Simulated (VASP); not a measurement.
Crystal: SrO.

```xyz
4
Lattice="3.6230 0.0000 0.0000 -1.8115 3.1376 0.0000 0.0000 0.0000 6.3392" Properties=species:S:1:pos:R:3 pbc="T T T"
Sr    1.8115    1.0459    4.7544
Sr    0.0000    2.0917    1.5848
O     0.0000    0.0000    3.1696
O     0.0000    0.0000    0.0000
```

Base run:

```yaml
Program: VASP 6.6.1
Functional: r2SCAN
Potentials_or_basis: VASP PAW PBE potentials, release 64 (Sr_sv, O)
Cutoff: 520 eV
k_mesh: 9 × 9 × 5
Occupations: fermi-dirac, width 0.05 eV
Spin: no spin polarisation
```

Its results: band gap on the k mesh 3.33 eV, direct; pressure -4.6 GPa.

Q: The run is repeated on the same cell with these changes: functional from r2SCAN to LDA; potentials or basis from VASP PAW PBE potentials, release 64 (Sr_sv, O) to VASP PAW LDA potentials, release 64 (Sr_sv, O). What comes out?

A: Band gap on the k mesh 2.56 eV, direct; pressure -8.9 GPa.

Caveats: the PAW data sets were made with another functional, which shifts forces and pressure a little (some runs).

A k mesh can miss the band edges.
